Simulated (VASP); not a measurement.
# AgCl (Fm-3m) in VASP: settings compared

AgCl is run at these levels: PBE-based screened hybrid with 30 % exact exchange, PBE-based screened hybrid with 75 % exact exchange; tasks: single point.

Program: VASP 6.6.1. These are calculated values, not measurements. Logs are shortened: lines on timing, memory, paths and dates and some standing lists are left out, and cuts for length are marked.

### Step 1. The cell of the first run

It takes space group Fm-3m (No. 225, cubic). The conventional cell has a = 5.546 Å, b = 5.546 Å, c = 5.546 Å, α = 90.00°, β = 90.00°, γ = 90.00°. Within 3.7 Å of Ag (site symmetry m-3m) lie 6 Cl at 2.77 Å. Within 3.7 Å of Cl (site symmetry m-3m) lie 6 Ag at 2.77 Å.

### Step 2. Single point, PBE-based screened hybrid with 30 % exact exchange

POSCAR reads:

```
AgCl
1.0
    0.0000000000      2.7731725651      2.7731725651
    2.7731725651      0.0000000000      2.7731725651
    2.7731725651      2.7731725651      0.0000000000
Ag Cl
1 1
Direct
    0.0000000000      0.0000000000      0.0000000000
    0.5000000000      0.5000000000      0.5000000000
```

INCAR.step1 reads:

```
PREC = Accurate
ENCUT = 520
EDIFF = 1E-5
ISMEAR = 0
SIGMA = 0.01
LREAL = F
LASPH = T
NELM = 60
ALGO = Normal
ISIF = 2
LWAVE = T
LCHARG = F
GGA = PE
NBANDS = 16
```

INCAR.step2 reads:

```
PREC = Accurate
ENCUT = 520
EDIFF = 1E-6
ISMEAR = 0
SIGMA = 0.01
LREAL = F
LASPH = T
NELM = 60
ALGO = Normal
ISIF = 2
LWAVE = F
LCHARG = F
GGA = PE
LHFCALC = T
AEXX = 0.3
HFSCREEN = 0.2078
PRECFOCK = Normal
ISTART = 1
NBANDS = 16
```

KPOINTS reads:

```
Automatic mesh
0
Gamma
  4 4 4
```

Potentials or basis: VASP PAW PBE potentials, release 64 (Ag, Cl).

The run is started by

```
$ cat potpaw_PBE.64/Ag/POTCAR potpaw_PBE.64/Cl/POTCAR > POTCAR
$ cp INCAR.step1 INCAR
$ mpirun -np 1 vasp_std > vasp.out
$ cp INCAR.step2 INCAR
$ mpirun -np 1 vasp_std > vasp.out
```

OUTCAR:

```text
PREC = Accurate
   ENCUT = 520
   EDIFF = 1E-6
   ISMEAR = 0
   LREAL = F
   LASPH = T
   NELM = 60
   ISIF = 2
   GGA = PE
   LHFCALC = T
   AEXX = 0.3
   HFSCREEN = 0.2078
   PRECFOCK = Normal
   ISTART = 1

 ion  position               nearest neighbor table
   1  0.000  0.000  0.000-   2 2.77   2 2.77   2 2.77   2 2.77   2 2.77   2 2.77
   2  0.500  0.500  0.500-   1 2.77   1 2.77   1 2.77   1 2.77   1 2.77   1 2.77

  LATTYP: Found a face centered cubic cell.
 ALAT       =     5.5463451302

  Lattice vectors:

 A1 = (   0.0000000000,   2.7731725651,   2.7731725651)
 A2 = (   2.7731725651,   0.0000000000,   2.7731725651)
 A3 = (   2.7731725651,   2.7731725651,   0.0000000000)

Analysis of symmetry for initial positions (statically):
=====================================================================
 Subroutine PRICEL returns:
 Original cell was already a primitive cell.

 Routine SETGRP: Setting up the symmetry group for a
 face centered cubic supercell.

 Subroutine GETGRP returns: Found 48 space group operations
 (whereof 48 operations were pure point group operations)
 out of a pool of 48 trial point group operations.

The static configuration has the point symmetry O_h .

Analysis of symmetry for dynamics (positions and initial velocities):
=====================================================================
 Subroutine PRICEL returns:
 Original cell was already a primitive cell.

 Routine SETGRP: Setting up the symmetry group for a
 face centered cubic supercell.

 Subroutine GETGRP returns: Found 48 space group operations
 (whereof 48 operations were pure point group operations)
 out of a pool of 48 trial point group operations.

The dynamic configuration has the point symmetry O_h .

 Subroutine INISYM returns: Found 48 space group operations
 (whereof 48 operations are pure point group operations),
 and found     1 'primitive' translations

----------------------------------------------------------------------------------------

                                     Primitive cell

  volume of cell :      42.6541

  direct lattice vectors                    reciprocal lattice vectors
[... 72 lines left out ...]
   EDIFFG = 0.1E-04   stopping-criterion for IOM
   NSW    =      0    number of steps for IOM
   IBRION =     -1    ionic relax: 0-MD 1-quasi-New 2-CG
   NFREE  =      0    steps in history (QN), initial steepest desc. (CG)
   ISIF   =      2    stress and relaxation
   ISYM   =      3    0-nonsym 1-usesym 2-fastsym
   POTIM  = 0.5000    time-step for ionic-motion
   TEBEG  =    0.0;   TEEND  =   0.0 temperature during run
   PSTRESS=    0.0 pullay stress
   NELECT =      18.0000    total number of electrons
   NUPDOWN=      -1.0000    fix difference up-down
   EMIN   =  10.00;   EMAX   =-10.00  energy-range for DOS
   EFERMI =   0.00;   METHOD = LEGACY
   ISMEAR =     0;   SIGMA  =   0.01  broadening in eV -4-tet -1-fermi 0-gaus
   EFERMI_NEDOS =   21; number of points for ismear=-14 and -15
   IALGO  =     38    algorithm
   IMIX   =      1    mixing-type and parameters
     AMIX     =   0.40;   BMIX     =  1.00
     AMIX_MAG =   1.60;   BMIX_MAG =  1.00
  volume/ion in A,a.u.               =      21.33       143.92
  Fermi-wavevector in a.u.,A,eV,Ry     =   1.227945  2.320479 20.515517  1.507848
  Thomas-Fermi vector in A             =   2.362889
   LORBIT       =      0    0 simple, 1 ext, 2 COOP (PROOUT), +10 PAW based schemes
   GGA     = PE    functional components
   LHFCALC =     T    Hartree Fock is set to
   PRECFOCK=normal    Normal, Fast or Accurate (Low or Medium for compatibility)
   ENCUT4O =  -1.0   cutoff for four orbital integrals eV
   NKREDX  =     1    reduce k-point grid by
   NKREDY  =     1    reduce k-point grid by
   NKREDZ  =     1    reduce k-point grid by
   AEXX    =    0.3000 exact exchange contribution
   HFSCREEN=    0.2078 screening length (either q_TF or 0.3 A-1)
   HFSCREENC=   0.2078 screening length for correlation (either q_TF or 0.3 A-1)
   ENCUTFOCK=  -1.0 apply spherical cutoff to Coloumb kernel
   IVDW    =     0    specifies the selected vdW correction
   LEPSILON=     F    determine dielectric tensor
   LRPA    =     F    only Hartree local field effects (RPA)
 non-spin polarized calculation
 Gauss-broadening in eV      SIGMA  =   0.01
  energy-cutoff  :      520.00
  volume of cell :       42.65
 maximum number of plane-waves:      1174
 NGX is ok and might be reduce to    30
  NGX = 24; NGY = 24; NGZ = 24

 number of electron      18.0000005 magnetization

 Free energy of the ion-electron system (eV)
  ---------------------------------------------------
  ext. energy  EPLUGINS =         0.00000000
  ---------------------------------------------------
  free energy    TOTEN  =        -6.89666635 eV

  energy without entropy =       -6.89666635  energy(sigma->0) =       -6.89666635

 E-fermi :   2.6560     XC(G=0):  -7.8602

 val. band max:        2.5797798793   @ k =   0.5000   0.0000   0.0000
 cond. band min:       5.2879213915   @ k =   0.0000   0.0000   0.0000
 fundamental gap:      2.7081415122
 Fermi energy:         2.6559820300

 k-point     1 :       0.0000    0.0000    0.0000
  band No.  band energies     occupation
      1     -13.9165      2.00000
      2      -0.3550      2.00000
      3      -0.3550      2.00000
      4      -0.3473      2.00000
      5      -0.3473      2.00000
      6      -0.3473      2.00000
[... 129 lines left out ...]
      3      -1.5501      2.00000
      4      -1.5501      2.00000
      5       0.1096      2.00000
      6       0.1372      2.00000
[... 8 lines left out ...]
     15      18.3366      0.00000
     16      19.9943      0.00000

------------------------ aborting loop because EDIFF is reached ----------------------------------------

  FORCE on cell =-STRESS in cart. coord.  units (eV):
  Direction    XX          YY          ZZ          XY          YZ          ZX
  --------------------------------------------------------------------------------------
  -------------------------------------------------------------------------------------
  Total        0.3310430      0.3310430      0.3310430      0.0000000      0.0000000     -0.0000000
  in kB       12.4346699     12.4346699     12.4346699      0.0000000      0.0000000     -0.0000000
  external PRESSURE =      12.4346699 kB  Pullay stress =       0.0000000 kB

 VOLUME and BASIS-vectors are now :
 -----------------------------------------------------------------------------
  energy-cutoff  :      520.00
  volume of cell :       42.65
      direct lattice vectors                 reciprocal lattice vectors
     0.000000000  2.773172565  2.773172565    -0.180298913  0.180298913  0.180298913
     2.773172565  0.000000000  2.773172565     0.180298913 -0.180298913  0.180298913
     2.773172565  2.773172565  0.000000000     0.180298913  0.180298913 -0.180298913

 POSITION                                       TOTAL-FORCE (eV/Angst)
 -----------------------------------------------------------------------------------
      0.00000      0.00000      0.00000         0.000000     -0.000000     -0.000000
      2.77317      2.77317      2.77317        -0.000000      0.000000      0.000000
 -----------------------------------------------------------------------------------
    total drift:                               -0.000000     -0.000000     -0.000000

  FREE ENERGIE OF THE ION-ELECTRON SYSTEM (eV)
  ---------------------------------------------------
  free  energy   TOTEN  =        -6.8966663459 eV

  energy  without entropy=       -6.8966663459  energy(sigma->0) =       -6.89666635
```

OUTCAR.step1:

```text
PREC = Accurate
   ENCUT = 520
   EDIFF = 1E-5
   ISMEAR = 0
   LREAL = F
   LASPH = T
[... 354 lines left out ...]
 -----------------------------------------------------------------------------------
      0.00000      0.00000      0.00000        -0.000000      0.000000      0.000000
      2.77317      2.77317      2.77317         0.000000     -0.000000     -0.000000
 -----------------------------------------------------------------------------------
    total drift:                               -0.000000      0.000000      0.000000

  FREE ENERGIE OF THE ION-ELECTRON SYSTEM (eV)
  ---------------------------------------------------
  free  energy   TOTEN  =        -5.3820635664 eV

  energy  without entropy=       -5.3820635664  energy(sigma->0) =       -5.38206357
```

OSZICAR.step1:

```text
N       E                     dE             d eps       ncg     rms          rms(c)
DAV:   1     0.986871194447E+02    0.98687E+02   -0.84610E+03   256   0.100E+03
DAV:   2    -0.195536764435E+01   -0.10064E+03   -0.92727E+02   320   0.224E+02
DAV:   3    -0.554495218535E+01   -0.35896E+01   -0.35780E+01   304   0.448E+01
DAV:   4    -0.556821028361E+01   -0.23258E-01   -0.23256E-01   344   0.396E+00
DAV:   5    -0.556850895787E+01   -0.29867E-03   -0.29867E-03   296   0.431E-01    0.608E+00
DAV:   6    -0.538696416456E+01    0.18154E+00   -0.25290E-01   312   0.632E+00    0.398E+00
DAV:   7    -0.538256626585E+01    0.43979E-02   -0.95655E-02   288   0.204E+00    0.195E+00
DAV:   8    -0.538191536489E+01    0.65090E-03   -0.48076E-03   312   0.706E-01    0.316E-01
DAV:   9    -0.538199202988E+01   -0.76665E-04   -0.53281E-04   344   0.284E-01    0.372E-02
DAV:  10    -0.538205909873E+01   -0.67069E-04   -0.95720E-05   296   0.880E-02    0.293E-02
DAV:  11    -0.538206356641E+01   -0.44677E-05   -0.55884E-06   224   0.173E-02
   1 F= -.53820636E+01 E0= -.53820636E+01  d E =-.667937E-22
```

Wall time 8.2 min (1 thread of Oxide Virtual Turin-like, shared host); peak memory 0.24 GiB.

Results:

```
Free energy            : -6.8967 eV
Pressure               : 1.2 GPa
Band gap on the k mesh : 2.71 eV (least direct gap 4.93 eV)
```

Levels at points of the mesh, in eV from the valence-band top:
| k point | band 7 | band 8 | band 9 | band 10 | band 11 | band 12 |
| --- | --- | --- | --- | --- | --- | --- |
| (0.00, 0.00, 0.00) | -2.22 | -2.22 | -2.22 | 2.71 | 12.76 | 12.76 |
| (0.50, 0.00, 0.00) | -2.10 | 0.00 | 0.00 | 5.92 | 8.85 | 9.61 |
| (0.50, 0.50, 0.00) | -2.44 | -2.44 | -2.38 | 4.34 | 9.67 | 10.68 |

Caveat: the k points lie up to 0.49 Å⁻¹ apart; the PAW data sets were made with another functional, which shifts forces and pressure a little. A k mesh can miss the band edges.

### Step 3. Single point, PBE-based screened hybrid with 75 % exact exchange

POSCAR is that of step 2.

INCAR.step1 reads:

```
  PREC = Accurate
  ENCUT = 520
  EDIFF = 1E-5
  ISMEAR = 0
  SIGMA = 0.01
  LREAL = F
  LASPH = T
  NELM = 60
  ALGO = Normal
  ISIF = 2
  LWAVE = T
  LCHARG = F
  GGA = PE
  NBANDS = 16
```

INCAR.step2 reads:

```
  PREC = Accurate
  ENCUT = 520
  EDIFF = 1E-6
  ISMEAR = 0
  SIGMA = 0.01
  LREAL = F
  LASPH = T
  NELM = 60
  ALGO = Normal
  ISIF = 2
  LWAVE = F
  LCHARG = F
  GGA = PE
  LHFCALC = T
  AEXX = 0.75
  HFSCREEN = 0.2078
  PRECFOCK = Normal
  ISTART = 1
  NBANDS = 16
```

KPOINTS is that of step 2.

Potentials or basis: VASP PAW PBE potentials, release 64 (Ag, Cl).

The run is started by

```
$ cat potpaw_PBE.64/Ag/POTCAR potpaw_PBE.64/Cl/POTCAR > POTCAR
$ cp INCAR.step1 INCAR
$ mpirun -np 1 vasp_std > vasp.out
$ cp INCAR.step2 INCAR
$ mpirun -np 1 vasp_std > vasp.out
```

OUTCAR:

```text
PREC = Accurate
   ENCUT = 520
   EDIFF = 1E-6
   ISMEAR = 0
   LREAL = F
   LASPH = T
   NELM = 60
   ISIF = 2
   GGA = PE
   LHFCALC = T
   AEXX = 0.75
   HFSCREEN = 0.2078
   PRECFOCK = Normal
   ISTART = 1

 ion  position               nearest neighbor table
   1  0.000  0.000  0.000-   2 2.77   2 2.77   2 2.77   2 2.77   2 2.77   2 2.77
   2  0.500  0.500  0.500-   1 2.77   1 2.77   1 2.77   1 2.77   1 2.77   1 2.77

  LATTYP: Found a face centered cubic cell.
 ALAT       =     5.5463451302

  Lattice vectors:

 A1 = (   0.0000000000,   2.7731725651,   2.7731725651)
 A2 = (   2.7731725651,   0.0000000000,   2.7731725651)
 A3 = (   2.7731725651,   2.7731725651,   0.0000000000)

Analysis of symmetry for initial positions (statically):
=====================================================================
 Subroutine PRICEL returns:
 Original cell was already a primitive cell.

 Routine SETGRP: Setting up the symmetry group for a
 face centered cubic supercell.

 Subroutine GETGRP returns: Found 48 space group operations
 (whereof 48 operations were pure point group operations)
[... 152 lines left out ...]
  free energy    TOTEN  =        -9.49730208 eV

  energy without entropy =       -9.49730208  energy(sigma->0) =       -9.49730208

 E-fermi :   0.6649     XC(G=0):  -4.7462

 val. band max:        0.6114965473   @ k =   0.5000   0.0000   0.0000
 cond. band min:       6.2326011086   @ k =   0.0000   0.0000   0.0000
 fundamental gap:      5.6211045614
 Fermi energy:         0.6649229027

 k-point     1 :       0.0000    0.0000    0.0000
  band No.  band energies     occupation
      1     -17.8487      2.00000
      2      -3.1275      2.00000
      3      -3.1275      2.00000
      4      -3.0368      2.00000
      5      -3.0368      2.00000
      6      -3.0368      2.00000
[... 129 lines left out ...]
      3      -3.7998      2.00000
      4      -3.7998      2.00000
      5      -2.6420      2.00000
      6      -2.5685      2.00000
[... 8 lines left out ...]
     15      19.7668      0.00000
     16      21.4855      0.00000

------------------------ aborting loop because EDIFF is reached ----------------------------------------

  FORCE on cell =-STRESS in cart. coord.  units (eV):
  Direction    XX          YY          ZZ          XY          YZ          ZX
  --------------------------------------------------------------------------------------
  -------------------------------------------------------------------------------------
  Total        0.2472366      0.2472366      0.2472366      0.0000000      0.0000000     -0.0000000
  in kB        9.2867265      9.2867265      9.2867265      0.0000000      0.0000000     -0.0000000
  external PRESSURE =       9.2867265 kB  Pullay stress =       0.0000000 kB

 VOLUME and BASIS-vectors are now :
 -----------------------------------------------------------------------------
  energy-cutoff  :      520.00
  volume of cell :       42.65
      direct lattice vectors                 reciprocal lattice vectors
     0.000000000  2.773172565  2.773172565    -0.180298913  0.180298913  0.180298913
     2.773172565  0.000000000  2.773172565     0.180298913 -0.180298913  0.180298913
     2.773172565  2.773172565  0.000000000     0.180298913  0.180298913 -0.180298913

 POSITION                                       TOTAL-FORCE (eV/Angst)
 -----------------------------------------------------------------------------------
      0.00000      0.00000      0.00000        -0.000000      0.000000     -0.000000
      2.77317      2.77317      2.77317         0.000000      0.000000      0.000000
 -----------------------------------------------------------------------------------
    total drift:                               -0.000001     -0.000001     -0.000001

  FREE ENERGIE OF THE ION-ELECTRON SYSTEM (eV)
  ---------------------------------------------------
  free  energy   TOTEN  =        -9.4973020819 eV

  energy  without entropy=       -9.4973020819  energy(sigma->0) =       -9.49730208
```

OUTCAR.step1:

```text
PREC = Accurate
   ENCUT = 520
   EDIFF = 1E-5
   ISMEAR = 0
   LREAL = F
   LASPH = T
[... 354 lines left out ...]
 -----------------------------------------------------------------------------------
      0.00000      0.00000      0.00000        -0.000000      0.000000      0.000000
      2.77317      2.77317      2.77317         0.000000     -0.000000     -0.000000
 -----------------------------------------------------------------------------------
    total drift:                               -0.000000      0.000000      0.000000

  FREE ENERGIE OF THE ION-ELECTRON SYSTEM (eV)
  ---------------------------------------------------
  free  energy   TOTEN  =        -5.3820635664 eV

  energy  without entropy=       -5.3820635664  energy(sigma->0) =       -5.38206357
```

OSZICAR.step1:

```text
N       E                     dE             d eps       ncg     rms          rms(c)
DAV:   1     0.986871194447E+02    0.98687E+02   -0.84610E+03   256   0.100E+03
DAV:   2    -0.195536764435E+01   -0.10064E+03   -0.92727E+02   320   0.224E+02
DAV:   3    -0.554495218535E+01   -0.35896E+01   -0.35780E+01   304   0.448E+01
DAV:   4    -0.556821028361E+01   -0.23258E-01   -0.23256E-01   344   0.396E+00
DAV:   5    -0.556850895787E+01   -0.29867E-03   -0.29867E-03   296   0.431E-01    0.608E+00
DAV:   6    -0.538696416456E+01    0.18154E+00   -0.25290E-01   312   0.632E+00    0.398E+00
DAV:   7    -0.538256626585E+01    0.43979E-02   -0.95655E-02   288   0.204E+00    0.195E+00
DAV:   8    -0.538191536489E+01    0.65090E-03   -0.48076E-03   312   0.706E-01    0.316E-01
DAV:   9    -0.538199202988E+01   -0.76665E-04   -0.53281E-04   344   0.284E-01    0.372E-02
DAV:  10    -0.538205909873E+01   -0.67069E-04   -0.95720E-05   296   0.880E-02    0.293E-02
DAV:  11    -0.538206356641E+01   -0.44677E-05   -0.55884E-06   224   0.173E-02
   1 F= -.53820636E+01 E0= -.53820636E+01  d E =-.667937E-22
```

Wall time 19 min (1 thread of Oxide Virtual Turin-like, shared host); peak memory 0.24 GiB.

Results:

```yaml
Free_energy: -9.4973 eV
Pressure: 0.9 GPa
Band_gap_on_the_k_mesh: 5.62 eV (least direct gap 7.70 eV)
```

Caveat: the k points lie up to 0.49 Å⁻¹ apart; the PAW data sets were made with another functional, which shifts forces and pressure a little. A k mesh can miss the band edges.
